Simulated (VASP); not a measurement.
# Te2Mo in VASP: a series of runs

The runs below take Te2Mo through single point, with PBE+D3(BJ).

Everything below comes from runs of VASP 6.6.1. Logs are shortened: lines on timing, memory, paths and dates and some standing lists are left out, and cuts for length are marked.

**1. The cell of the first run**

The cell holds a slab with vacuum, 6 atoms: a = 3.504 Å, b = 3.504 Å, c = 24.768 Å, α = 90.00°, β = 90.00°, γ = 120.00°.

**2. Single point, PBE+D3(BJ) (layers slid over each other)**

File INCAR:

```
SYSTEM = Te2Mo
PREC     = Accurate       ! precision mode
ENCUT    = 520            ! plane-wave cutoff, eV
EDIFF    = 1E-6           ! SCF threshold, eV
ISMEAR   = 0              ! smearing method
SIGMA    = 0.05           ! smearing width, eV
LREAL    = .False.        ! projectors in reciprocal space
LASPH    = .True.         ! aspherical terms in the spheres
NELM     = 100            ! most SCF steps
ALGO     = Normal         ! electronic algorithm
ISIF     = 2              ! what is computed and relaxed
LWAVE    = .False.        ! write WAVECAR
LCHARG   = .False.        ! write CHGCAR
LDIPOL   = .True.       
IDIPOL   = 3            
DIPOL    = 0.5 0.5 0.398
GGA      = PE             ! functional
IVDW     = 12             ! dispersion correction
NBANDS   = 35             ! bands
```

File KPOINTS:

```
regular mesh
0
Gamma
  9 9 1
  0 0 0
```

File POSCAR:

```
Te2Mo
1.0
    3.5038815467      0.0000000000      0.0000000000
   -1.7519407734      3.0344504312      0.0000000000
    0.0000000000      0.0000000000     24.7677198428
Te Mo
4 2
Direct
    0.3333333333      0.6666666667      0.1816881016
    0.3333333333      0.6666666667      0.3284056818
    0.3333333333      1.0000000000      0.4668923904
    0.3333333333      1.0000000000      0.6136099705
    0.6666666667      0.3333333333      0.2550468917
    0.6666666667      0.6666666667      0.5402511804
```

Potentials or basis: VASP PAW PBE potentials, release 64 (Te, Mo_sv).

Run with:

```console
$ cat potpaw_PBE.64/Te/POTCAR potpaw_PBE.64/Mo_sv/POTCAR > POTCAR
$ mpirun -np 1 vasp_std > vasp.out
```

OUTCAR:

```text
SYSTEM = Te2Mo
   PREC = Accurate
   ENCUT = 520
   EDIFF = 1E-6
   ISMEAR = 0
   LREAL = .False.
   LASPH = .True.
   NELM = 100
   ISIF = 2
   GGA = PE
   IVDW = 12
 IVDW          = 12

 ion  position               nearest neighbor table
   1  0.333  0.667  0.182-   5 2.72   5 2.72   5 2.72   2 3.63
   2  0.333  0.667  0.328-   5 2.72   5 2.72   5 2.72   3 3.62   1 3.63
   3  0.333  0.000  0.467-   6 2.72   6 2.72   6 2.72   2 3.62   4 3.63
   4  0.333  0.000  0.614-   6 2.72   6 2.72   6 2.72   3 3.63
   5  0.667  0.333  0.255-   1 2.72   2 2.72   1 2.72   2 2.72   1 2.72   2 2.72
   6  0.667  0.667  0.540-   3 2.72   3 2.72   3 2.72   4 2.72   4 2.72   4 2.72

  LATTYP: Found a hexagonal cell.
 ALAT       =     3.5038815467
 C/A-ratio  =     7.0686521541

  Lattice vectors:

 A1 = (   3.5038815467,   0.0000000000,   0.0000000000)
 A2 = (  -1.7519407734,   3.0344504312,   0.0000000000)
 A3 = (   0.0000000000,   0.0000000000,  24.7677198428)

Analysis of symmetry for initial positions (statically):
=====================================================================
 Subroutine PRICEL returns:
 Original cell was already a primitive cell.

 Routine SETGRP: Setting up the symmetry group for a
 hexagonal supercell.

 Subroutine GETGRP returns: Found  2 space group operations
 (whereof  1 operations were pure point group operations)
 out of a pool of 24 trial point group operations.

The static configuration has the point symmetry C_1 .
 The point group associated with its full space group is C_2 .

Analysis of symmetry for dynamics (positions and initial velocities):
=====================================================================
 Subroutine PRICEL returns:
 Original cell was already a primitive cell.

 Routine SETGRP: Setting up the symmetry group for a
 hexagonal supercell.

 Subroutine GETGRP returns: Found  2 space group operations
 (whereof  1 operations were pure point group operations)
 out of a pool of 24 trial point group operations.

The dynamic configuration has the point symmetry C_1 .
 The point group associated with its full space group is C_2 .

 Subroutine INISYM returns: Found  2 space group operations
 (whereof  1 operations are pure point group operations),
 and found     1 'primitive' translations

----------------------------------------------------------------------------------------

                                     Primitive cell

  volume of cell :     263.3392

  direct lattice vectors                    reciprocal lattice vectors
     3.503881547  0.000000000  0.000000000     0.285397776  0.164774483  0.000000000
    -1.751940773  3.034450431  0.000000000     0.000000000  0.329548965  0.000000000
     0.000000000  0.000000000 24.767719843     0.000000000  0.000000000  0.040375134

  length of vectors
     3.503881547  3.503881547 24.767719843     0.329548965  0.329548965  0.040375134

  position of ions in fractional coordinates (direct lattice)
     0.333333333  0.666666667  0.181688102
     0.333333333  0.666666667  0.328405682
     0.333333333  0.000000000  0.466892390
     0.333333333  0.000000000  0.613609971
     0.666666667  0.333333333  0.255046892
     0.666666667  0.666666667  0.540251180

  ion indices of the primitive-cell ions
   primitive index   ion index
                 1           1
                 2           2
                 3           3
                 4           4
                 5           5
                 6           6

----------------------------------------------------------------------------------------

 KPOINTS: regular mesh

Automatic generation of k-mesh.
 Grid dimensions read from file:
 generate k-points for:    9    9    1

 Generating k-lattice:

  Cartesian coordinates                     Fractional coordinates (reciprocal lattice)
     0.031710864  0.018308276  0.000000000     0.111111111  0.000000000  0.000000000
     0.000000000  0.036616552  0.000000000     0.000000000  0.111111111  0.000000000
     0.000000000  0.000000000  0.040375134     0.000000000  0.000000000  1.000000000

  Length of vectors
     0.036616552  0.036616552  0.040375134

  Shift w.r.t. Gamma in fractional coordinates (k-lattice)
     0.000000000  0.000000000  0.000000000

 Subroutine IBZKPT returns following result:
 ===========================================

 Found     25 irreducible k-points:

 Following reciprocal coordinates:
            Coordinates               Weight
  0.000000  0.000000  0.000000      1.000000
  0.111111 -0.000000  0.000000      2.000000
  0.000000  0.111111  0.000000      4.000000
  0.222222  0.000000  0.000000      2.000000
  0.000000  0.222222  0.000000      4.000000
  0.333333 -0.000000  0.000000      2.000000
[... 16 lines left out ...]
 -0.222222 -0.444444  0.000000      4.000000
  0.444444  0.333333  0.000000      4.000000
   k-points           NKPTS =     25   k-points in BZ     NKDIM =     25   number of bands    NBANDS=     35
   number of dos      NEDOS =    301   number of ions     NIONS =      6
   total plane-waves  NPLWV = 150528
   dimension x,y,z NGX =    28 NGY =   28 NGZ =  192
   dimension x,y,z NGXF=    56 NGYF=   56 NGZF=  384
   ions per type =               4   2
   NGX,Y,Z   is equivalent  to a cutoff of  13.28, 13.28, 12.89 a.u.
   NGXF,Y,Z  is equivalent  to a cutoff of  26.57, 26.57, 25.77 a.u.
 SYSTEM =  Te2Mo
   PREC   = accura    normal or accurate (medium, high low for compatibility)
   ISTART =      0    job   : 0-new  1-cont  2-samecut
   ICHARG =      2    charge: 1-file 2-atom 10-const
   ISPIN  =      1    spin polarized calculation?
   LNONCOLLINEAR =      F non collinear calculations
   LSORBIT =      F    spin-orbit coupling
   LASPH  =      T    aspherical Exc in radial PAW
   ENCUT  =  520.0 eV  38.22 Ry    6.18 a.u.   6.51  6.51 46.05*2*pi/ulx,y,z
   NELM   =    100;   NELMIN=  2; NELMDL= -5     # of ELM steps
   EDIFF  = 0.1E-05   stopping-criterion for ELM
   LREAL  =      F    real-space projection
   EDIFFG = 0.1E-04   stopping-criterion for IOM
   NSW    =      0    number of steps for IOM
   IBRION =     -1    ionic relax: 0-MD 1-quasi-New 2-CG
   NFREE  =      0    steps in history (QN), initial steepest desc. (CG)
   ISIF   =      2    stress and relaxation
   ISYM   =      2    0-nonsym 1-usesym 2-fastsym
   POTIM  = 0.5000    time-step for ionic-motion
   TEBEG  =    0.0;   TEEND  =   0.0 temperature during run
   PSTRESS=    0.0 pullay stress
   NELECT =      52.0000    total number of electrons
   NUPDOWN=      -1.0000    fix difference up-down
   EMIN   =  10.00;   EMAX   =-10.00  energy-range for DOS
   EFERMI =   0.00;   METHOD = LEGACY
   ISMEAR =     0;   SIGMA  =   0.05  broadening in eV -4-tet -1-fermi 0-gaus
   EFERMI_NEDOS =   21; number of points for ismear=-14 and -15
   IALGO  =     38    algorithm
   IMIX   =      4    mixing-type and parameters
     AMIX     =   0.40;   BMIX     =  1.00
     AMIX_MAG =   1.60;   BMIX_MAG =  1.00
  volume/ion in A,a.u.               =      43.89       296.18
  Fermi-wavevector in a.u.,A,eV,Ry     =   0.953317  1.801508 12.365162  0.908814
  Thomas-Fermi vector in A             =   2.081961
   LORBIT       =      0    0 simple, 1 ext, 2 COOP (PROOUT), +10 PAW based schemes
   GGA     = PE    functional components
   LHFCALC =     F    Hartree Fock is set to
   AEXX    =    0.0000 exact exchange contribution
   IVDW    =    12    specifies the selected vdW correction
   LEPSILON=     F    determine dielectric tensor
   LRPA    =     F    only Hartree local field effects (RPA)
 non-spin polarized calculation
 Gauss-broadening in eV      SIGMA  =   0.05
  energy-cutoff  :      520.00
  volume of cell :      263.34
 maximum number of plane-waves:      7173
 NGX is ok and might be reduce to    28
   NGX = 13   NGY = 13   NGZ = 93

 dipolmoment           0.000000      0.000000      0.000012 electrons x Angstroem

 number of electron      52.0000000 magnetization

 dipolmoment           0.000000      0.000000     -0.000002 electrons x Angstroem

 Free energy of the ion-electron system (eV)
  ---------------------------------------------------
  ext. energy  EPLUGINS =         0.00000000
  ---------------------------------------------------
  free energy    TOTEN  =       -35.91119174 eV

  energy without entropy =      -35.91119174  energy(sigma->0) =      -35.91119174

 E-fermi :   2.7444     XC(G=0):  -6.3837

 val. band max:        2.5090539068   @ k =   0.1111  -0.0000   0.0000
 cond. band min:       3.5667337609   @ k =   0.2222   0.2222   0.0000
 fundamental gap:      1.0576798541
 Fermi energy:         2.7443696277

 k-point     1 :       0.0000    0.0000    0.0000
  band No.  band energies     occupation
      1     -58.1792      2.00000
      2     -58.1792      2.00000
      3     -32.3579      2.00000
      4     -32.3579      2.00000
      5     -32.2128      2.00000
      6     -32.2128      2.00000
[... 27 lines left out ...]
     34       5.9882      0.00000
     35       6.6691      0.00000

 k-point     2 :       0.1111   -0.0000    0.0000
  band No.  band energies     occupation
      1     -58.1780      2.00000
      2     -58.1780      2.00000
      3     -32.3544      2.00000
      4     -32.3544      2.00000
      5     -32.2276      2.00000
      6     -32.2276      2.00000
[... 27 lines left out ...]
     34       5.8345      0.00000
     35       6.9057      0.00000

 k-point     3 :       0.0000    0.1111    0.0000
  band No.  band energies     occupation
      1     -58.1780      2.00000
      2     -58.1780      2.00000
      3     -32.3544      2.00000
      4     -32.3544      2.00000
      5     -32.2287      2.00000
      6     -32.2275      2.00000
[... 27 lines left out ...]
     34       5.8211      0.00000
     35       6.9087      0.00000

 k-point     4 :       0.2222    0.0000    0.0000
  band No.  band energies     occupation
      1     -58.1750      2.00000
      2     -58.1750      2.00000
      3     -32.3456      2.00000
      4     -32.3456      2.00000
      5     -32.2676      2.00000
      6     -32.2676      2.00000
[... 27 lines left out ...]
     34       6.0585      0.00000
     35       7.4516      0.00000

 k-point     5 :       0.0000    0.2222    0.0000
  band No.  band energies     occupation
      1     -58.1750      2.00000
      2     -58.1750      2.00000
      3     -32.3457      2.00000
      4     -32.3456      2.00000
      5     -32.2688      2.00000
      6     -32.2675      2.00000
[... 638 lines left out ...]
 k-point    22 :       0.3333    0.2222    0.0000
  band No.  band energies     occupation
      1     -58.1683      2.00000
      2     -58.1683      2.00000
      3     -32.3290      2.00000
      4     -32.3280      2.00000
      5     -32.3250      2.00000
      6     -32.3233      2.00000
[... 27 lines left out ...]
     34       6.6279      0.00000
     35       6.8828      0.00000

 k-point    23 :      -0.2222   -0.4444    0.0000
  band No.  band energies     occupation
      1     -58.1683      2.00000
      2     -58.1682      2.00000
      3     -32.3303      2.00000
      4     -32.3294      2.00000
      5     -32.3242      2.00000
      6     -32.3225      2.00000
[... 27 lines left out ...]
     34       6.4274      0.00000
     35       7.1950      0.00000

 k-point    24 :       0.4444    0.3333    0.0000
  band No.  band energies     occupation
      1     -58.1683      2.00000
      2     -58.1683      2.00000
      3     -32.3301      2.00000
      4     -32.3282      2.00000
      5     -32.3255      2.00000
      6     -32.3221      2.00000
[... 27 lines left out ...]
     34       6.4657      0.00000
     35       7.1703      0.00000

 [... further k-points ...]

------------------------ aborting loop because EDIFF is reached ----------------------------------------

 vacuum level on the upper side and lower side of the slab       (xc-potential included)        -0.146        -0.146

 Edisp (eV)   -2.79937

 E8    (eV) :    -1.3243

  FORCE on cell =-STRESS in cart. coord.  units (eV):
  Direction    XX          YY          ZZ          XY          YZ          ZX
  --------------------------------------------------------------------------------------
  -------------------------------------------------------------------------------------
  Total      -0.17548    -0.01173     0.39547    -0.14181     0.61400    -0.35449
  in kB      -1.06763    -0.07139     2.40606    -0.86277     3.73560    -2.15675
  external pressure =        0.42 kB  Pullay stress =        0.00 kB

 VOLUME and BASIS-vectors are now :
 -----------------------------------------------------------------------------
  energy-cutoff  :      520.00
  volume of cell :      263.34
      direct lattice vectors                 reciprocal lattice vectors
     3.503881547  0.000000000  0.000000000     0.285397776  0.164774483  0.000000000
    -1.751940773  3.034450431  0.000000000     0.000000000  0.329548965  0.000000000
     0.000000000  0.000000000 24.767719843     0.000000000  0.000000000  0.040375134

 POSITION                                       TOTAL-FORCE (eV/Angst)
 -----------------------------------------------------------------------------------
     -0.00000      2.02297      4.50000         0.002122      0.005117      0.002384
     -0.00000      2.02297      8.13386         0.066925     -0.121802     -0.107904
      1.16796      0.00000     11.56386        -0.072021      0.118859      0.107904
      1.16796      0.00000     15.19772         0.005493     -0.000721     -0.002384
      1.75194      1.01148      6.31693         0.017963     -0.034021     -0.015187
      1.16796      2.02297     13.38079        -0.020481      0.032567      0.015187
 -----------------------------------------------------------------------------------
    total drift:                                0.000494      0.000292     -0.000038

  FREE ENERGIE OF THE ION-ELECTRON SYSTEM (eV)
  ---------------------------------------------------
  free  energy   TOTEN  =       -38.7105613098 eV

  energy  without entropy=      -38.7105613098  energy(sigma->0) =      -38.71056131

 vacuum level on the upper side and lower side of the slab         7.202         7.202
```

It took 4.3 min on 1 thread of Intel Xeon Platinum 8488C (Sapphire Rapids), shared host; peak memory 0.48 GiB.

Results:

* Free energy: -38.7106 eV
* Largest force: 0.176 eV/Å
* Band gap on the k mesh: 1.06 eV (least direct gap 1.15 eV)
* Dispersion energy per atom: -0.467 eV

Forces in eV/Å, atoms in the order of the input:
```
Te   0.002  0.005  0.002
Te   0.067 -0.122 -0.108
Te  -0.072  0.119  0.108
Te   0.005 -0.001 -0.002
Mo   0.018 -0.034 -0.015
Mo  -0.020  0.033  0.015
```

Caveat: the cell differs from its parent crystal (layers slid over each other); spin-orbit coupling is left out, which moves the levels of the heavy elements.

**3. Single point, PBE+D3(BJ) (layers slid over each other)**

File INCAR:

```
PREC = Accurate
ENCUT = 520
EDIFF = 1E-6
ISMEAR = 0
SIGMA = 0.05
LREAL = F
LASPH = T
NELM = 80
ALGO = Normal
ISIF = 2
LWAVE = F
LCHARG = F
LDIPOL = T
IDIPOL = 3
DIPOL = 0.5 0.5 0.398
GGA = PE
IVDW = 12
NBANDS = 35
```

File KPOINTS:

```
regular mesh
0
Gamma
  9 9 1
```

File POSCAR:

```
Te2Mo
1.0
    3.5038815467      0.0000000000      0.0000000000
   -1.7519407734      3.0344504312      0.0000000000
    0.0000000000      0.0000000000     24.7677198428
Te Mo
4 2
Direct
    0.3333333333      0.6666666667      0.1816881016
    0.3333333333      0.6666666667      0.3284056818
    0.3333333333      0.8333333333      0.4668923904
    0.3333333333      0.8333333333      0.6136099705
    0.6666666667      0.3333333333      0.2550468917
    0.6666666667      0.5000000000      0.5402511804
```

Potentials or basis: VASP PAW PBE potentials, release 64 (Te, Mo_sv).

Run with:

```console
$ cat potpaw_PBE.64/Te/POTCAR potpaw_PBE.64/Mo_sv/POTCAR > POTCAR
$ mpirun -np 1 vasp_std > vasp.out
```

Wall time 4 min (1 thread of Intel Xeon Platinum 8488C (Sapphire Rapids), shared host); peak memory 0.48 GiB.

Results (log left out):

- Free energy: -38.5926 eV
- Largest force: 0.397 eV/Å
- Band gap on the k mesh: 0.99 eV (least direct gap 1.13 eV)
- Dispersion energy per atom: -0.466 eV

Forces on the atoms (eV/Å):
```
Te   0.000  0.004  0.000
Te   0.076 -0.135 -0.366
Te  -0.079  0.134  0.366
Te   0.004 -0.003  0.000
Mo   0.021 -0.037 -0.069
Mo  -0.022  0.037  0.069
```

Levels at points of the mesh, in eV from the valence-band top:
```
           k point  band 22  band 23  band 24  band 25  band 26  band 27  band 28  band 29  band 30  band 31
(0.00, 0.00, 0.00)    -0.92    -0.91    -0.91    -0.82    -0.03     2.98     3.02     3.13     3.16     3.32
```

Caveat: the cell differs from its parent crystal (layers slid over each other); spin-orbit coupling is left out, which moves the levels of the heavy elements.
